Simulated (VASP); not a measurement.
# H (P4/mmm) in VASP: notebook

The runs below take H through single point, with PBEsol.

Program: VASP 6.6.1. These are calculated values, not measurements. Logs are shortened: lines on timing, memory, paths and dates and some standing lists are left out, and cuts for length are marked.

## 1. The cell of the first run

It takes space group P4/mmm (No. 123, tetragonal). Conventional cell: a = 2.438 Å, b = 2.438 Å, c = 0.902 Å, α = 90.00°, β = 90.00°, γ = 90.00°. Within 1.2 Å of H (site symmetry 4/mmm) lie 2 H at 0.90 Å.

## 2. Single point, PBEsol (strain -0.080 along x and y, -0.080 along z)

The input, INCAR:

```
SYSTEM = H
PREC = Accurate ; ENCUT = 520
EDIFF = 1E-7 ; ISMEAR = 0
SIGMA = 0.05 ; LREAL = .False.
LASPH = .True. ; NELM = 60
ALGO = Normal ; ISIF = 2
LWAVE = .False. ; LCHARG = .False.
GGA = PS ; NBANDS = 6
```

The input, KPOINTS:

```
regular mesh
0
Gamma
  10 10 26
  0 0 0
```

The input, POSCAR:

```
H
1.0
    2.4376676398      0.0000000000      0.0000000000
    0.0000000000      2.4376676398      0.0000000000
    0.0000000000      0.0000000000      0.9020534864
H
1
Direct
    0.0000000000      0.0000000000      0.5000000000
```

Potentials or basis: VASP PAW PBE potentials, release 64 (H).

Run with:

```bash
$ cat potpaw_PBE.64/H/POTCAR > POTCAR
$ mpirun -np 1 vasp_std > vasp.out
```

OUTCAR:

```text
SYSTEM = H
   PREC = Accurate
   ENCUT = 520
   EDIFF = 1E-7
   ISMEAR = 0
   LREAL = .False.
   LASPH = .True.
   NELM = 60
   ISIF = 2
   GGA = PS

 ion  position               nearest neighbor table
   1  0.000  0.000  0.500-

  LATTYP: Found a simple tetragonal cell.
 ALAT       =     2.4376676398
 C/A-ratio  =     0.3700477750

  Lattice vectors:

 A1 = (   2.4376676398,   0.0000000000,   0.0000000000)
 A2 = (   0.0000000000,   2.4376676398,   0.0000000000)
 A3 = (   0.0000000000,   0.0000000000,   0.9020534864)

Analysis of symmetry for initial positions (statically):
=====================================================================
 Subroutine PRICEL returns:
 Original cell was already a primitive cell.

 Routine SETGRP: Setting up the symmetry group for a
 simple tetragonal supercell.

 Subroutine GETGRP returns: Found 16 space group operations
 (whereof 16 operations were pure point group operations)
 out of a pool of 16 trial point group operations.

The static configuration has the point symmetry D_4h.

Analysis of symmetry for dynamics (positions and initial velocities):
=====================================================================
 Subroutine PRICEL returns:
 Original cell was already a primitive cell.

 Routine SETGRP: Setting up the symmetry group for a
 simple tetragonal supercell.

 Subroutine GETGRP returns: Found 16 space group operations
 (whereof 16 operations were pure point group operations)
 out of a pool of 16 trial point group operations.

The dynamic configuration has the point symmetry D_4h.

 Subroutine INISYM returns: Found 16 space group operations
 (whereof 16 operations are pure point group operations),
 and found     1 'primitive' translations

----------------------------------------------------------------------------------------

                                     Primitive cell

  volume of cell :       5.3602

  direct lattice vectors                    reciprocal lattice vectors
     2.437667640  0.000000000  0.000000000     0.410228197  0.000000000  0.000000000
     0.000000000  2.437667640  0.000000000     0.000000000  0.410228197  0.000000000
     0.000000000  0.000000000  0.902053486     0.000000000  0.000000000  1.108581714

  length of vectors
[... 76 lines left out ...]
   LSORBIT =      F    spin-orbit coupling
   LASPH  =      T    aspherical Exc in radial PAW
   ENCUT  =  520.0 eV  38.22 Ry    6.18 a.u.   4.53  4.53  1.68*2*pi/ulx,y,z
   NELM   =     60;   NELMIN=  2; NELMDL= -5     # of ELM steps
   EDIFF  = 0.1E-06   stopping-criterion for ELM
   LREAL  =      F    real-space projection
   EDIFFG = 0.1E-05   stopping-criterion for IOM
   NSW    =      0    number of steps for IOM
   IBRION =     -1    ionic relax: 0-MD 1-quasi-New 2-CG
   NFREE  =      0    steps in history (QN), initial steepest desc. (CG)
   ISIF   =      2    stress and relaxation
   ISYM   =      2    0-nonsym 1-usesym 2-fastsym
   POTIM  = 0.5000    time-step for ionic-motion
   TEBEG  =    0.0;   TEEND  =   0.0 temperature during run
   PSTRESS=    0.0 pullay stress
   NELECT =       1.0000    total number of electrons
   NUPDOWN=      -1.0000    fix difference up-down
   EMIN   =  10.00;   EMAX   =-10.00  energy-range for DOS
   EFERMI =   0.00;   METHOD = LEGACY
   ISMEAR =     0;   SIGMA  =   0.05  broadening in eV -4-tet -1-fermi 0-gaus
   EFERMI_NEDOS =   21; number of points for ismear=-14 and -15
   IALGO  =     38    algorithm
   IMIX   =      4    mixing-type and parameters
     AMIX     =   0.40;   BMIX     =  1.00
     AMIX_MAG =   1.60;   BMIX_MAG =  1.00
  volume/ion in A,a.u.               =       5.36        36.17
  Fermi-wavevector in a.u.,A,eV,Ry     =   0.935437  1.767719 11.905667  0.875042
  Thomas-Fermi vector in A             =   2.062344
   LORBIT       =      0    0 simple, 1 ext, 2 COOP (PROOUT), +10 PAW based schemes
   GGA     = PS    functional components
   LHFCALC =     F    Hartree Fock is set to
   AEXX    =    0.0000 exact exchange contribution
   IVDW    =     0    specifies the selected vdW correction
   LEPSILON=     F    determine dielectric tensor
   LRPA    =     F    only Hartree local field effects (RPA)
 non-spin polarized calculation
 Gauss-broadening in eV      SIGMA  =   0.05
  energy-cutoff  :      520.00
  volume of cell :        5.36
 maximum number of plane-waves:       159
   NGX =  9   NGY =  9   NGZ =  3

 number of electron       0.9999999 magnetization

 Free energy of the ion-electron system (eV)
  ---------------------------------------------------
  ext. energy  EPLUGINS =         0.00000000
  ---------------------------------------------------
  free energy    TOTEN  =        -2.87457577 eV

  energy without entropy =       -2.87454960  energy(sigma->0) =       -2.87456269

 E-fermi :   0.0678     XC(G=0):  -7.7698

 val. band max:        0.0318454062   @ k =   0.0000   0.0000   0.2692
 cond. band min:       0.1041058880   @ k =   0.5000   0.5000   0.2308
 fundamental gap:      0.0722604818
 Fermi energy:         0.0678248275

 k-point     1 :       0.0000    0.0000    0.0000
  band No.  band energies     occupation
      1     -13.2633      2.00000
      2      10.5975      0.00000
      3      17.1899      0.00000
      4      17.1899      0.00000
      5      20.2733      0.00000
      6      41.4277      0.00000
[... 199 lines left out ...]
 k-point    24 :       0.2000    0.0000    0.0385
  band No.  band energies     occupation
      1     -12.4060      2.00000
      2       6.9280      0.00000
      3      16.6475      0.00000
      4      18.3422      0.00000
      5      28.4766      0.00000
      6      33.9237      0.00000

 [... further k-points ...]

------------------------ aborting loop because EDIFF is reached ----------------------------------------

  FORCE on cell =-STRESS in cart. coord.  units (eV):
  Direction    XX          YY          ZZ          XY          YZ          ZX
  --------------------------------------------------------------------------------------
  -------------------------------------------------------------------------------------
  Total        0.1101142      0.1101142      1.3641988      0.0000000      0.0000000      0.0000000
  in kB       32.9134043     32.9134043    407.7622118      0.0000000      0.0000000      0.0000000
  external PRESSURE =     157.8630068 kB  Pullay stress =       0.0000000 kB

 VOLUME and BASIS-vectors are now :
 -----------------------------------------------------------------------------
  energy-cutoff  :      520.00
  volume of cell :        5.36
      direct lattice vectors                 reciprocal lattice vectors
     2.437667640  0.000000000  0.000000000     0.410228197  0.000000000  0.000000000
     0.000000000  2.437667640  0.000000000     0.000000000  0.410228197  0.000000000
     0.000000000  0.000000000  0.902053486     0.000000000  0.000000000  1.108581714

 POSITION                                       TOTAL-FORCE (eV/Angst)
 -----------------------------------------------------------------------------------
      0.00000      0.00000      0.45103         0.000000      0.000000      0.000000
 -----------------------------------------------------------------------------------
    total drift:                               -0.000000      0.000000      0.000000

  FREE ENERGIE OF THE ION-ELECTRON SYSTEM (eV)
  ---------------------------------------------------
  free  energy   TOTEN  =        -2.8745757676 eV

  energy  without entropy=       -2.8745496046  energy(sigma->0) =       -2.87456269
```

stdout:

```text
POSCAR found type information on POSCAR H
 POSCAR found :  1 types and       1 ions
 scaLAPACK will be used
 -----------------------------------------------------------------------------
|                                                                             |
|                                                                             |
|     You enforced a specific xc type in the INCAR file but a different       |
|     I HOPE YOU KNOW WHAT YOU ARE DOING!                                     |
|                                                                             |
 -----------------------------------------------------------------------------

 LDA part: xc-table for (Slater+PW92), standard interpolation
 POSCAR, INCAR and KPOINTS ok, starting setup
 FFT: planning ... GRIDC
 FFT: planning ... GRID_SOFT
 FFT: planning ... GRID
 WAVECAR not read
 entering main loop
```

Wall time 5.4 s (1 thread of AMD EPYC 7R13 (Zen 3), shared host); peak memory 0.08 GiB.

Results:

```yaml
Free_energy: -2.8746 eV
Pressure: 15.8 GPa
```

Levels at points of the mesh, in eV from the Fermi level:
```
           k point  band 1  band 2  band 3
(0.00, 0.00, 0.00)  -13.33   10.53   17.12
(0.50, 0.00, 0.00)  -11.31    1.41   18.26
(0.50, 0.50, 0.00)   -9.70    6.07    6.07
(0.00, 0.00, 0.50)   29.02   36.12   54.37
(0.50, 0.00, 0.50)   30.32   39.12   47.48
(0.50, 0.50, 0.50)   31.36   41.63   52.05
```

Caveat: the cell differs from its parent crystal (strain -0.080 along x and y, -0.080 along z); the PAW data sets were made with another functional, which shifts forces and pressure a little.

## 3. Single point, PBEsol (strain -0.080 along x and y, -0.040 along z)

The input, INCAR:

```
SYSTEM = H
  PREC = Accurate
  ENCUT = 520
  EDIFF = 1E-6
  ISMEAR = 0
  SIGMA = 0.05
  LREAL = .FALSE.
  LASPH = .TRUE.
  NELM = 60
  ALGO = Normal
  ISIF = 2
  LWAVE = .FALSE.
  LCHARG = .FALSE.
  GGA = PS
  NBANDS = 6
```

The input, KPOINTS:

```
regular mesh
0
G
  10 10 26
  0 0 0
```

Edit POSCAR of step 2 so:

```diff
@@ -4,3 +4,3 @@
     0.0000000000      2.4376676398      0.0000000000
-    0.0000000000      0.0000000000      0.9020534864
+    0.0000000000      0.0000000000      0.9412732032
 H
```

Potentials or basis: VASP PAW PBE potentials, release 64 (H).

Run with:

```bash
$ cat potpaw_PBE.64/H/POTCAR > POTCAR
$ mpirun -np 1 vasp_std > vasp.out
```

Wall time 5.6 s (1 thread of AMD EPYC 7R13 (Zen 3), shared host); peak memory 0.08 GiB.

The run converged. Its results:

- Free energy: -2.9189 eV
- Pressure: 8.4 GPa

Stress tensor (GPa, compression positive):
```
 2.24  0.00  0.00
 0.00  2.24  0.00
 0.00  0.00 20.60
```

Levels at points of the mesh, in eV from the Fermi level:
```
           k point  band 1  band 2  band 3  band 4
(0.00, 0.00, 0.00)  -12.43   11.27   17.76   17.76
(0.50, 0.00, 0.00)  -10.32    1.96   18.95   21.54
(0.50, 0.50, 0.00)   -8.64    6.65    6.65   10.30
(0.00, 0.00, 0.50)   26.18   33.21   51.28   57.05
(0.50, 0.00, 0.50)   27.56   36.34   44.23   44.57
(0.50, 0.50, 0.50)   28.64   38.96   48.84   48.84
```

Caveat: the cell differs from its parent crystal (strain -0.080 along x and y, -0.040 along z); the PAW data sets were made with another functional, which shifts forces and pressure a little.
